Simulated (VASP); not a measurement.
A run of VASP 6.6.1:

File POSCAR:

```
CdSe
1.0
    4.0835749185      0.0000000000      0.0000000000
   -2.0417874593      3.5364796177      0.0000000000
    0.0000000000      0.0000000000      6.8398200000
Cd Se
2 2
Direct
    0.6666666667      0.3333333333      0.0000000000
    0.3333333333      0.6666666667      0.5000000000
    0.6666666667      0.3333333333      0.3750000000
    0.3333333333      0.6666666667      0.8750000000
```

INCAR.step1

```
SYSTEM = CdSe
  PREC = Accurate
  ENCUT = 520
  ISMEAR = 0
  SIGMA = 0.05
  LREAL = .FALSE.
  LASPH = .TRUE.
  NELM = 80
  NBANDS = 26
  GGA = PE
  ALGO = Normal
  EDIFF = 1E-4
  LWAVE = .TRUE.
  LCHARG = .FALSE.
```

Contents of INCAR.step2:

```
SYSTEM = CdSe
  PREC = Accurate
  ENCUT = 520
  EDIFF = 1E-6
  ISMEAR = 0
  SIGMA = 0.05
  LREAL = .FALSE.
  LASPH = .TRUE.
  NELM = 80
  ALGO = Normal
  ISIF = 2
  LWAVE = .FALSE.
  LCHARG = .FALSE.
  METAGGA = R2SCAN
  LMIXTAU = .TRUE.
  NBANDS = 26
  ISTART = 1
```

File KPOINTS:

```
Automatic mesh
0
G
  6 6 4
  0 0 0
```

Potentials or basis: VASP PAW PBE potentials, release 64 (Cd, Se).

Command:

```sh
$ cat potpaw_PBE.64/Cd/POTCAR potpaw_PBE.64/Se/POTCAR > POTCAR
$ cp INCAR.step1 INCAR
$ mpirun -np 1 vasp_std > vasp.out
$ cp INCAR.step2 INCAR
$ mpirun -np 1 vasp_std > vasp.out
```

Hardware: 1 thread of Intel Xeon 8259CL (shared host).

**Question.** Estimate the wall time of this run.

**Answer.** It took 7.1 min on 1 thread of Intel Xeon 8259CL, on a shared host, peak memory 0.25 GiB. Counts: k points 21.
